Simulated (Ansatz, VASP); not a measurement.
# PbI2: VASP beside Ansatz

```
Pb I
1.0
     4.56573    0.00000    0.00000
    -2.28286    3.95403    0.00000
     0.00000    0.00000    7.04108
Pb I
1 2
Direct
  0.00000 0.00000 0.00000
  0.33333 0.66667 0.26678
  0.66667 0.33333 0.73322
```

Alike in both runs: task single point; functional PBE; k mesh 6 × 6 × 4; no spin polarisation.

|  | VASP | Ansatz |
| --- | --- | --- |
| version | VASP 6.6.1 | Ansatz 0.2.0 |
| potentials or method | VASP PAW PBE potentials, release 64 (Pb_d, I) | plane waves, PAW |
| plane-wave cutoff (eV) | 500 | 420 |
| occupations | gaussian, width 0.01 eV | fixed |
| valence electrons in the cell | 28 | 48 |

```csv
,VASP,Ansatz,Ansatz less VASP
gap on the k mesh at the Fermi level (eV),2.23,2.23,0.000
```

VASP's potentials hold 28 valence electrons a cell and Ansatz's 48, so a difference there can come from the potentials and not from the codes.

Neither program's run includes spin-orbit coupling.
